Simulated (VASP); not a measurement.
# TiO2 (P3_121) in VASP: further runs

TiO2 is run at these levels: PBE, revPBE+D4; tasks: single point.

All numbers are computed with VASP 6.6.1; they aren't measurements. Logs are shortened: lines on timing, memory, paths and dates and some standing lists are left out, and cuts for length are marked.

### 1 The cell of the first run

It takes space group P3_121 (No. 152, trigonal). The conventional cell has a = 5.694 Å, b = 5.694 Å, c = 6.082 Å, α = 90.00°, β = 90.00°, γ = 120.00°. Within 2.4 Å of Ti (site symmetry 2) lie 4 O at 1.82 Å. O (site symmetry 1) has 2 Ti at 1.82 Å within 2.4 Å.

### 2 Single point, PBE

INCAR

```
SYSTEM = TiO2
PREC = Accurate
ENCUT = 520
EDIFF = 1E-6
ISMEAR = -1
SIGMA = 0.05
LREAL = .False.
LASPH = .True.
NELM = 60
ALGO = Normal
ISIF = 2
LWAVE = .False.
LCHARG = .True.
GGA = PE
LELF = .True.
LVHAR = .True.
NBANDS = 46
```

KPOINTS

```
Automatic mesh
0
Gamma
  5 5 4
  0 0 0
```

POSCAR

```
TiO2
1.0
    5.6938671902      0.0000000001      0.0000000000
   -2.8469335952      4.9310336325      0.0000000000
    0.0000000000      0.0000000000      6.0824678800
Ti O
3 6
Direct
    0.4743467686      0.0000000000      0.3333333333
    0.0000000000      0.4743467686      0.6666666667
    0.5256532314      0.5256532314      0.0000000000
    0.5782086961      0.8358541363      0.1301312423
    0.7423545599      0.1641458637      0.5365354243
    0.2576454401      0.4217913039      0.7967979090
    0.8358541363      0.5782086961      0.8698687577
    0.1641458637      0.7423545599      0.4634645757
    0.4217913039      0.2576454401      0.2032020910
```

Potentials or basis: VASP PAW PBE potentials, release 64 (Ti_sv, O).

Started as:

```bash
$ cat potpaw_PBE.64/Ti_sv/POTCAR potpaw_PBE.64/O/POTCAR > POTCAR
$ mpirun -np 1 vasp_std > vasp.out
```

OUTCAR:

```text
SYSTEM = TiO2
   PREC = Accurate
   ENCUT = 520
   EDIFF = 1E-6
   ISMEAR = -1
   LREAL = .False.
   LASPH = .True.
   NELM = 60
   ISIF = 2
   GGA = PE

 ion  position               nearest neighbor table
   1  0.474  0.000  0.333-   4 1.82   5 1.82   9 1.82   8 1.82
   2  0.000  0.474  0.667-   7 1.82   8 1.82   6 1.82   5 1.82
   3  0.526  0.526  0.000-   6 1.82   9 1.82   7 1.82   4 1.82
   4  0.578  0.836  0.130-   1 1.82   3 1.82
   5  0.742  0.164  0.537-   1 1.82   2 1.82
   6  0.258  0.422  0.797-   3 1.82   2 1.82
   7  0.836  0.578  0.870-   2 1.82   3 1.82
   8  0.164  0.742  0.463-   2 1.82   1 1.82
   9  0.422  0.258  0.203-   3 1.82   1 1.82

  LATTYP: Found a hexagonal cell.
 ALAT       =     5.6938671902
 C/A-ratio  =     1.0682489909

  Lattice vectors:

 A1 = (   5.6938671902,   0.0000000001,   0.0000000000)
 A2 = (  -2.8469335952,   4.9310336325,   0.0000000000)
 A3 = (   0.0000000000,   0.0000000000,   6.0824678800)

Analysis of symmetry for initial positions (statically):
=====================================================================
 Subroutine PRICEL returns:
 Original cell was already a primitive cell.

 Routine SETGRP: Setting up the symmetry group for a
 hexagonal supercell.

 Subroutine GETGRP returns: Found  6 space group operations
 (whereof  2 operations were pure point group operations)
 out of a pool of 24 trial point group operations.

The static configuration has the point symmetry C_2 .
 The point group associated with its full space group is D_3 .

Analysis of symmetry for dynamics (positions and initial velocities):
=====================================================================
 Subroutine PRICEL returns:
 Original cell was already a primitive cell.

 Routine SETGRP: Setting up the symmetry group for a
 hexagonal supercell.

 Subroutine GETGRP returns: Found  6 space group operations
 (whereof  2 operations were pure point group operations)
 out of a pool of 24 trial point group operations.

The dynamic configuration has the point symmetry C_2 .
 The point group associated with its full space group is D_3 .

 Subroutine INISYM returns: Found  6 space group operations
 (whereof  2 operations are pure point group operations),
 and found     1 'primitive' translations

----------------------------------------------------------------------------------------

                                     Primitive cell

  volume of cell :     170.7753

  direct lattice vectors                    reciprocal lattice vectors
     5.693867190  0.000000000  0.000000000     0.175627560  0.101398619  0.000000000
    -2.846933595  4.931033633  0.000000000    -0.000000000  0.202797238  0.000000000
     0.000000000  0.000000000  6.082467880     0.000000000  0.000000000  0.164406951

  length of vectors
     5.693867190  5.693867190  6.082467880     0.202797238  0.202797238  0.164406951

  position of ions in fractional coordinates (direct lattice)
     0.474346769  0.000000000  0.333333333
     1.000000000  0.474346769  0.666666667
     0.525653231  0.525653231  0.000000000
     0.578208696  0.835854136  0.130131242
     0.742354560  0.164145864  0.536535424
     0.257645440  0.421791304  0.796797909
     0.835854136  0.578208696  0.869868758
     0.164145864  0.742354560  0.463464576
     0.421791304  0.257645440  0.203202091

  ion indices of the primitive-cell ions
   primitive index   ion index
                 1           1
                 2           2
                 3           3
                 4           4
                 5           5
                 6           6
                 7           7
                 8           8
                 9           9

----------------------------------------------------------------------------------------

 KPOINTS: Automatic mesh

Automatic generation of k-mesh.
 Grid dimensions read from file:
 generate k-points for:    5    5    4

 Generating k-lattice:

  Cartesian coordinates                     Fractional coordinates (reciprocal lattice)
     0.035125512  0.020279724  0.000000000     0.200000000 -0.000000000  0.000000000
    -0.000000000  0.040559448  0.000000000     0.000000000  0.200000000  0.000000000
     0.000000000  0.000000000  0.041101738     0.000000000  0.000000000  0.250000000

  Length of vectors
     0.040559448  0.040559448  0.041101738

  Shift w.r.t. Gamma in fractional coordinates (k-lattice)
     0.000000000  0.000000000  0.000000000

 Subroutine IBZKPT returns following result:
 ===========================================

 Found     17 irreducible k-points:

 Following reciprocal coordinates:
            Coordinates               Weight
  0.000000  0.000000  0.000000      1.000000
  0.200000 -0.000000  0.000000      6.000000
  0.400000 -0.000000  0.000000      6.000000
  0.200000  0.200000  0.000000      6.000000
  0.400000  0.200000  0.000000      6.000000
  0.000000  0.000000  0.250000      2.000000
[... 9 lines left out ...]
  0.200000  0.200000  0.500000      6.000000
  0.400000  0.200000  0.500000      6.000000
   k-points           NKPTS =     17   k-points in BZ     NKDIM =     17   number of bands    NBANDS=     46
   number of dos      NEDOS =    301   number of ions     NIONS =      9
   total plane-waves  NPLWV =  84672
   dimension x,y,z NGX =    42 NGY =   42 NGZ =   48
   dimension x,y,z NGXF=    84 NGYF=   84 NGZF=   96
   ions per type =               3   6
   NGX,Y,Z   is equivalent  to a cutoff of  12.26, 12.26, 13.12 a.u.
   NGXF,Y,Z  is equivalent  to a cutoff of  24.53, 24.53, 26.24 a.u.
 SYSTEM =  TiO2
   PREC   = accura    normal or accurate (medium, high low for compatibility)
   ISTART =      0    job   : 0-new  1-cont  2-samecut
   ICHARG =      2    charge: 1-file 2-atom 10-const
   ISPIN  =      1    spin polarized calculation?
   LNONCOLLINEAR =      F non collinear calculations
   LSORBIT =      F    spin-orbit coupling
   LASPH  =      T    aspherical Exc in radial PAW
   ENCUT  =  520.0 eV  38.22 Ry    6.18 a.u.  10.59 10.59 11.31*2*pi/ulx,y,z
   NELM   =     60;   NELMIN=  2; NELMDL= -5     # of ELM steps
   EDIFF  = 0.1E-05   stopping-criterion for ELM
   LREAL  =      F    real-space projection
   EDIFFG = 0.1E-04   stopping-criterion for IOM
   NSW    =      0    number of steps for IOM
   IBRION =     -1    ionic relax: 0-MD 1-quasi-New 2-CG
   NFREE  =      0    steps in history (QN), initial steepest desc. (CG)
   ISIF   =      2    stress and relaxation
   ISYM   =      2    0-nonsym 1-usesym 2-fastsym
   POTIM  = 0.5000    time-step for ionic-motion
   TEBEG  =    0.0;   TEEND  =   0.0 temperature during run
   PSTRESS=    0.0 pullay stress
   NELECT =      72.0000    total number of electrons
   NUPDOWN=      -1.0000    fix difference up-down
   EMIN   =  10.00;   EMAX   =-10.00  energy-range for DOS
   EFERMI =   0.00;   METHOD = LEGACY
   ISMEAR =    -1;   SIGMA  =   0.05  broadening in eV -4-tet -1-fermi 0-gaus
   EFERMI_NEDOS =   21; number of points for ismear=-14 and -15
   IALGO  =     38    algorithm
   IMIX   =      4    mixing-type and parameters
     AMIX     =   0.40;   BMIX     =  1.00
     AMIX_MAG =   1.60;   BMIX_MAG =  1.00
  volume/ion in A,a.u.               =      18.98       128.05
  Fermi-wavevector in a.u.,A,eV,Ry     =   1.227563  2.319759 20.502783  1.506912
  Thomas-Fermi vector in A             =   2.362522
   LORBIT       =      0    0 simple, 1 ext, 2 COOP (PROOUT), +10 PAW based schemes
   GGA     = PE    functional components
[... 5 lines left out ...]
 non-spin polarized calculation
  energy-cutoff  :      520.00
  volume of cell :      170.78
 maximum number of plane-waves:      4628
 NGX is ok and might be reduce to    42
   NGX = 21   NGY = 21   NGZ = 23

 number of electron      71.9999969 magnetization

 Free energy of the ion-electron system (eV)
  ---------------------------------------------------
  ext. energy  EPLUGINS =         0.00000000
  ---------------------------------------------------
  free energy    TOTEN  =       -80.42637324 eV

  energy without entropy =      -80.42637324  energy(sigma->0) =      -80.42637324

 E-fermi :  -0.0129     XC(G=0):  -7.8168

 val. band max:       -1.2146450525   @ k =   0.0000   0.0000   0.5000
 cond. band min:       2.2558059712   @ k =   0.0000   0.0000   0.0000
 fundamental gap:      3.4704510237
 Fermi energy:        -0.0128950560

 k-point     1 :       0.0000    0.0000    0.0000
  band No.  band energies     occupation
      1     -56.5917      2.00000
      2     -56.5810      2.00000
      3     -56.5810      2.00000
      4     -33.0221      2.00000
      5     -32.9961      2.00000
      6     -32.9961      2.00000
[... 38 lines left out ...]
     45       4.3218      0.00000
     46       4.7610      0.00000

 k-point     2 :       0.2000   -0.0000    0.0000
  band No.  band energies     occupation
      1     -56.5908      2.00000
      2     -56.5819      2.00000
      3     -56.5810      2.00000
      4     -33.0195      2.00000
      5     -33.0003      2.00000
      6     -32.9992      2.00000
[... 38 lines left out ...]
     45       4.6167      0.00000
     46       4.7863      0.00000

 k-point     3 :       0.4000   -0.0000    0.0000
  band No.  band energies     occupation
      1     -56.5887      2.00000
      2     -56.5840      2.00000
      3     -56.5810      2.00000
      4     -33.0146      2.00000
      5     -33.0063      2.00000
      6     -33.0040      2.00000
[... 38 lines left out ...]
     45       4.4619      0.00000
     46       4.9193      0.00000

 k-point     4 :       0.2000    0.2000    0.0000
  band No.  band energies     occupation
      1     -56.5893      2.00000
      2     -56.5835      2.00000
      3     -56.5810      2.00000
      4     -33.0158      2.00000
      5     -33.0044      2.00000
      6     -33.0042      2.00000
[... 577 lines left out ...]
     45       4.4850      0.00000
     46       4.9469      0.00000

 k-point    16 :       0.2000    0.2000    0.5000
  band No.  band energies     occupation
      1     -56.5882      2.00000
      2     -56.5857      2.00000
      3     -56.5799      2.00000
      4     -33.0180      2.00000
      5     -33.0015      2.00000
      6     -33.0006      2.00000
[... 38 lines left out ...]
     45       4.4607      0.00000
     46       5.0813      0.00000

 k-point    17 :       0.4000    0.2000    0.5000
  band No.  band energies     occupation
      1     -56.5881      2.00000
      2     -56.5839      2.00000
      3     -56.5817      2.00000
      4     -33.0211      2.00000
      5     -33.0019      2.00000
      6     -33.0007      2.00000
[... 38 lines left out ...]
     45       4.4503      0.00000
     46       4.7955      0.00000

------------------------ aborting loop because EDIFF is reached ----------------------------------------

  FORCE on cell =-STRESS in cart. coord.  units (eV):
  Direction    XX          YY          ZZ          XY          YZ          ZX
  --------------------------------------------------------------------------------------
  -------------------------------------------------------------------------------------
  Total        0.8396792      0.8396792      1.5835406     -0.0000000      0.0000000     -0.0000000
  in kB        7.8776890      7.8776890     14.8564373     -0.0000000      0.0000000     -0.0000000
  external PRESSURE =      10.2039384 kB  Pullay stress =       0.0000000 kB

 VOLUME and BASIS-vectors are now :
 -----------------------------------------------------------------------------
  energy-cutoff  :      520.00
  volume of cell :      170.78
      direct lattice vectors                 reciprocal lattice vectors
     5.693867190  0.000000000  0.000000000     0.175627560  0.101398619  0.000000000
    -2.846933595  4.931033633  0.000000000    -0.000000000  0.202797238  0.000000000
     0.000000000  0.000000000  6.082467880     0.000000000  0.000000000  0.164406951

 POSITION                                       TOTAL-FORCE (eV/Angst)
 -----------------------------------------------------------------------------------
      2.70087      0.00000      2.02749        -0.007396     -0.000000      0.000000
     -1.35043      2.33902      4.05498         0.003698     -0.006405      0.000000
      1.49650      2.59201      0.00000         0.003698      0.006405      0.000000
      0.91262      4.12162      0.79152         0.016859      0.027316     -0.016212
      3.75956      0.80941      3.26346         0.016859     -0.027316      0.016212
      0.26619      2.07987      4.84650         0.015227     -0.028258     -0.016212
      3.11312      2.85117      5.29095         0.015227      0.028258      0.016212
     -1.17881      3.66058      2.81901        -0.032086      0.000943     -0.016212
      1.66812      1.27046      1.23597        -0.032086     -0.000943      0.016212
 -----------------------------------------------------------------------------------
    total drift:                                0.000001      0.000000      0.000000

  FREE ENERGIE OF THE ION-ELECTRON SYSTEM (eV)
  ---------------------------------------------------
  free  energy   TOTEN  =       -80.4263732413 eV

  energy  without entropy=      -80.4263732413  energy(sigma->0) =      -80.42637324
```

Wall time 2.2 min (1 thread of Intel Xeon Platinum 8375C at 2.90GHz (Ice Lake), shared host); peak memory 0.32 GiB.

Results:

* Free energy: -80.4264 eV
* Pressure: 1.0 GPa
* Largest force: 0.036 eV/Å
* Band gap on the k mesh: 3.47 eV, indirect (least direct gap 3.49 eV)

Forces in eV/Å, atoms in the order of the input:
```
Ti  -0.007  0.000  0.000
Ti   0.004 -0.006  0.000
Ti   0.004  0.006  0.000
O    0.017  0.027 -0.016
O    0.017 -0.027  0.016
O    0.015 -0.028 -0.016
O    0.015  0.028  0.016
O   -0.032  0.001 -0.016
O   -0.032 -0.001  0.016
```

A k mesh can miss the band edges. Expect the measured gap to be larger: semilocal functionals such as PBE lack the derivative discontinuity.

### 3 Single point, revPBE+D4

INCAR

```
ALGO     = Normal         # electronic algorithm
EDIFF    = 1E-7           # SCF threshold, eV
ENCUT    = 520            # plane-wave cutoff, eV
GGA      = RE             # functional
ISIF     = 2              # what is computed and relaxed
ISMEAR   = -1             # smearing method
IVDW     = 13             # dispersion correction
LASPH    = True           # aspherical terms in the spheres
LCHARG   = False          # write CHGCAR
LREAL    = False          # projectors in reciprocal space
LWAVE    = False          # write WAVECAR
NBANDS   = 46             # bands
NELM     = 100            # most SCF steps
PREC     = Accurate       # precision mode
SIGMA    = 0.05           # smearing width, eV
```

KPOINTS

```
k-points
0
Gamma
  6 6 5
```

POSCAR

```
TiO2
1.0
    5.6514545398      0.0000000000      0.0000000000
   -2.8257272699      4.8943031998      0.0000000000
    0.0000000000      0.0000000000      6.1742100524
Ti O
3 6
Direct
    0.4705741680      0.0000000000      0.3333333333
    0.0000000000      0.4705741680      0.6666666667
    0.5294258320      0.5294258320      0.0000000000
    0.5774759956      0.8401767210      0.1290585094
    0.7372992745      0.1598232790      0.5376081573
    0.2627007255      0.4225240044      0.7957251761
    0.8401767210      0.5774759956      0.8709414906
    0.1598232790      0.7372992745      0.4623918427
    0.4225240044      0.2627007255      0.2042748239
```

Potentials or basis: VASP PAW PBE potentials, release 64 (Ti_sv, O).

Started as:

```bash
$ cat potpaw_PBE.64/Ti_sv/POTCAR potpaw_PBE.64/O/POTCAR > POTCAR
$ mpirun -np 1 vasp_std > vasp.out
```

Wall time 7.1 min (1 thread of AMD EPYC 7R43 (Zen 3), shared host); peak memory 0.31 GiB.

Results (log left out):

```yaml
Free_energy: -80.5050 eV
Pressure: 0.4 GPa
Largest_force: 0.029 eV/Å
Band_gap_on_the_k_mesh: 3.53 eV, indirect (least direct gap 3.55 eV)
Dispersion_energy_per_atom: -0.283 eV
```

Forces in eV/Å, atoms in the order of the input:
```
Ti  -0.007  0.000  0.000
Ti   0.004 -0.006  0.000
Ti   0.004  0.006  0.000
O    0.012  0.023 -0.012
O    0.012 -0.023  0.012
O    0.014 -0.022 -0.012
O    0.014  0.022  0.012
O   -0.026 -0.001 -0.012
O   -0.026  0.001  0.012
```

Levels at points of the mesh, in eV from the valence-band top:
```csv
k point,band 32,band 33,band 34,band 35,band 36,band 37,band 38,band 39,band 40,band 41
"(0.00, 0.00, 0.00)",-0.80,-0.80,-0.27,-0.27,-0.24,3.53,4.14,4.14,4.59,4.59
"(0.50, 0.00, 0.00)",-0.81,-0.78,-0.77,-0.16,-0.01,3.79,3.81,4.12,4.74,5.19
```

Caveat: the PAW data sets were made with another functional, which shifts forces and pressure a little.
